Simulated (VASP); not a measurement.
# ScIn2Se2: single point with PBE

Crystal: ScIn2Se2.

```xyz
5
Lattice="3.7972 0.0000 0.0000 -1.8986 3.2884 0.0000 0.0000 0.0000 11.1338" Properties=species:S:1:pos:R:3 pbc="T T T"
Sc    0.0000    0.0000    0.0000
In    0.0000    0.0000    7.2150
In    0.0000    0.0000    3.9188
Se    1.8986    1.0961    9.5465
Se    0.0000    2.1923    1.5873
```

* Program: VASP 6.6.1
* Task: single point
* Functional: PBE
* Potentials or basis: VASP PAW PBE potentials, release 64 (Sc_sv, In_d, Se)
* Cutoff: 520 eV
* k mesh: 6 × 6 × 2
* Occupations: gaussian, width 0.1 eV
* Spin: collinear spin, ferromagnetic start
* Starting moments: [1.0, 0.0, 0.0, 0.0, 0.0] μB
* Dipole correction: no
* Further INCAR settings: ALGO = Normal; EDIFF = 1e-06; NBANDS = 36

* Pressure: 0.1 GPa
* Largest force: 0.067 eV/Å
* Net moment: 0.00 μB per cell
* Valence electrons inside the program's atomic spheres: Sc 9.36; In 11.23; Se 3.89

Forces in eV/Å, atoms in the order of the input:
```
Sc   0.000  0.000  0.000
In   0.000  0.000 -0.067
In   0.000  0.000  0.067
Se   0.000  0.000  0.008
Se   0.000  0.000 -0.008
```

Stress tensor (GPa, compression positive):
```
0.15 0.00 0.00
0.00 0.15 0.00
0.00 0.00 0.05
```

Levels at points of the mesh, in eV from the Fermi level:
Spin up:
| k point | band 20 | band 21 | band 22 | band 23 | band 24 | band 25 | band 26 | band 27 | band 28 | band 29 |
| --- | --- | --- | --- | --- | --- | --- | --- | --- | --- | --- |
| (0.00, 0.00, 0.00) | -2.27 | -2.27 | -0.87 | -0.70 | -0.70 | 0.76 | 1.34 | 1.34 | 1.63 | 3.28 |
| (0.50, 0.00, 0.00) | -3.32 | -2.85 | -2.46 | -1.90 | -1.88 | -0.41 | -0.22 | 1.03 | 2.25 | 2.33 |
| (0.00, 0.00, 0.50) | -2.50 | -2.27 | -2.27 | -0.70 | -0.70 | 1.34 | 1.34 | 1.54 | 2.28 | 3.28 |
| (0.50, 0.00, 0.50) | -3.32 | -3.15 | -2.46 | -1.92 | -1.90 | -0.72 | 0.69 | 0.87 | 1.83 | 2.33 |
Spin down:
| k point | band 22 | band 23 | band 24 | band 25 | band 26 | band 27 |
| --- | --- | --- | --- | --- | --- | --- |
| (0.00, 0.00, 0.00) | -0.87 | -0.70 | -0.70 | 0.76 | 1.34 | 1.34 |
| (0.50, 0.00, 0.00) | -2.46 | -1.90 | -1.88 | -0.41 | -0.22 | 1.03 |
| (0.00, 0.00, 0.50) | -2.27 | -0.70 | -0.70 | 1.34 | 1.34 | 1.54 |
| (0.50, 0.00, 0.50) | -2.46 | -1.93 | -1.90 | -0.72 | 0.69 | 0.87 |

It took 4.1 min on 1 thread of Oxide Virtual Turin-like Processor, with other jobs on the host, peak memory 0.33 GiB.

Caveat: spin-orbit coupling is left out, which moves the levels of the heavy elements.
